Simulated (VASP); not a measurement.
Mo: single point with PBEsol

The system is Mo.

```
CELL_PARAMETERS angstrom
-1.75635 1.75635 1.24174
1.75635 -1.75635 1.24174
1.75635 1.75635 -1.24174
ATOMIC_POSITIONS crystal
Mo 0.00000 0.00000 0.00000
```

This cell differs from its parent crystal: ratio of the length along z to the lengths across it x 0.707, volume and fractional coordinates fixed.

```
Program                : VASP 6.6.1
Task                   : single point
Functional             : PBEsol
Potentials or basis    : VASP PAW PBE potentials, release 64 (Mo_sv)
Cutoff                 : 520 eV
k mesh                 : 30 × 30 × 30
Occupations            : gaussian, width 0.15 eV
Spin                   : no spin polarisation
Dipole correction      : no
Further INCAR settings : ALGO = Fast; EDIFF = 1e-07; NBANDS = 13
```

```yaml
Pressure: 14.3 GPa
Band_gap_on_the_k_mesh: zero (bands 7 and 8 overlap by 6.23 eV)
```

Stress tensor (GPa, compression positive):
```
 1.00  0.00  0.00
 0.00  1.00  0.00
 0.00  0.00 40.93
```

Levels at points of the mesh, in eV from the Fermi level:
| k point | band 5 | band 6 | band 7 | band 8 | band 9 | band 10 |
| --- | --- | --- | --- | --- | --- | --- |
| (0.00, 0.00, 0.00) | -7.31 | -3.65 | -2.16 | 1.34 | 1.34 | 3.09 |
| (0.50, 0.00, 0.00) | -5.61 | -4.55 | 1.10 | 3.25 | 3.80 | 5.10 |
| (0.50, 0.50, 0.00) | -5.18 | -2.10 | -0.03 | 0.52 | 0.70 | 4.83 |
| (0.50, 0.50, 0.50) | -5.98 | -5.32 | 4.42 | 4.42 | 4.77 | 6.30 |

Run time: 9 min on 1 thread of Intel Xeon 8259CL, with other jobs on the host, peak memory 0.47 GiB.

Caveat: the stress differs along the axes, from 1 to 41 GPa; the PAW data sets were made with another functional, which shifts forces and pressure a little.
